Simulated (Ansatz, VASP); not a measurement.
## One calculation of SnO3, two programs

File POSCAR:

```
SnO3
1.0
   -1.6360055730      2.1463462187      3.0790555497
    1.6360055730     -2.1463462187      3.0790555497
    1.6360055730      2.1463462187     -3.0790555497
Sn O
1 3
Direct
    0.0000000000      0.5000000000      0.5000000000
    0.7996290020      0.7996290020      0.0000000000
    0.2003709980      0.2003709980      0.0000000000
    0.5000000000      0.5000000000      0.0000000000
```

The input INCAR.step1:

```
SYSTEM = SnO3
PREC = Accurate
ENCUT = 600
ISMEAR = 0
SIGMA = 0.02
LREAL = .FALSE.
LASPH = .TRUE.
NELM = 100
GGA = PE
ALGO = Normal
EDIFF = 1E-4
LWAVE = .TRUE.
LCHARG = .FALSE.
```

Contents of INCAR.step2:

```
SYSTEM = SnO3
PREC = Accurate
ENCUT = 600
EDIFF = 1E-6
ISMEAR = 0
SIGMA = 0.02
LREAL = .FALSE.
LASPH = .TRUE.
NELM = 100
ALGO = Normal
ISIF = 3
LWAVE = .FALSE.
LCHARG = .FALSE.
METAGGA = R2SCAN
LMIXTAU = .TRUE.
IBRION = 2
NSW = 100
EDIFFG = -0.01
ISTART = 1
```

KPOINTS

```
regular mesh
0
G
  10 10 10
  0 0 0
```

Input for Ansatz:

```yaml
crystal:
  lattice:
    - [-1.636005573, 2.1463462187, 3.0790555497]
    - [1.636005573, -2.1463462187, 3.0790555497]
    - [1.636005573, 2.1463462187, -3.0790555497]
  atoms:
    - { symbol: Sn, position: [0.0, 0.5, 0.5] }
    - { symbol: O, position: [0.799629002, 0.799629002, 0.0] }
    - { symbol: O, position: [0.200370998, 0.200370998, 0.0] }
    - { symbol: O, position: [0.5, 0.5, 0.0] }
basis:
  ecutwfc: 500
kpoints:
  mp_grid: { grid: [10, 10, 10] }
hamiltonian:
  xc: r2scan
scf:
  occupations: { method: gaussian, width: 0.02 }
output:
  forces: true
  stress: true
  eigenvalues: true
relax:
  adjacent_minimum: "off"
  f_tol: 0.01
  max_steps: 80
  cell: { stress_tol: 0.05 }
```

Alike in both runs: task relaxation of cell and atoms; functional r2SCAN; k mesh 10 × 10 × 10; occupations gaussian, width 0.02 eV; no spin polarisation.

```csv
,VASP,Ansatz
version,VASP 6.6.1,Ansatz 0.2.0
potentials or method,"VASP PAW PBE potentials, release 64 (Sn_d, O), cutoff 600 eV","scalar-relativistic, plane waves, PAW"
valence electrons in the cell,32,32
```

|  | VASP | Ansatz | Ansatz less VASP |
| --- | --- | --- | --- |
| gap on the k mesh at the Fermi level, each at its own relaxed structure (eV) | 0.76 | 0.78 | +0.015 |
| relaxed volume (Å³/atom) | 10.85 | 10.82 | -0.030 |
| relaxed cell length with the largest relative difference (Å) | 4.099 | 4.096 | -0.0030 |

VASP's potentials were made for PBE, not for r2SCAN.
